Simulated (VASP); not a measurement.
Here is a VASP 6.6.1 calculation.

Contents of INCAR:

```
SYSTEM = Sb
PREC     = Accurate       ! precision mode
ENCUT    = 520            ! plane-wave cutoff, eV
EDIFF    = 1E-7           ! SCF threshold, eV
ISMEAR   = -1             ! smearing method
SIGMA    = 0.05           ! smearing width, eV
LREAL    = .FALSE.        ! projectors in reciprocal space
LASPH    = .TRUE.         ! aspherical terms in the spheres
NELM     = 60             ! most SCF steps
ALGO     = Normal         ! electronic algorithm
ISIF     = 2              ! what is computed and relaxed
LWAVE    = .FALSE.        ! write WAVECAR
LCHARG   = .FALSE.        ! write CHGCAR
GGA      = PE             ! functional
NBANDS   = 12             ! bands
```

File KPOINTS:

```
Automatic mesh
0
G
  9 9 9
  0 0 0
```

Contents of POSCAR:

```
Sb
1.0
    2.1290943287      1.2292331838      3.7440000000
   -2.1290943287      1.2292331838      3.7440000000
    0.0000000000     -2.4584663675      3.7440000000
Sb
2
Direct
    0.2336400000      0.2336400000      0.2336400000
    0.7663600000      0.7663600000      0.7663600000
```

Potentials or basis: VASP PAW PBE potentials, release 64 (Sb).

Launch:

```bash
$ cat potpaw_PBE.64/Sb/POTCAR > POTCAR
$ mpirun -np 1 vasp_std > vasp.out
```

Question: Predict the pressure.

Answer: 4.6 GPa.

Question: What does it give for the band gap on the k mesh?

Answer: Zero (bands 5 and 6 overlap by 0.01 eV).

Question: Predict the largest force.

Answer: 0.353 eV/Å.

Stress tensor (GPa, compression positive):
```
5.03 0.00 0.00
0.00 5.03 0.00
0.00 0.00 3.86
```

Caveat: the cell differs from its parent crystal (equal xx and yy strain of -1 %); the cell stands under pressure; spin-orbit coupling is left out, which moves the levels of the heavy elements.
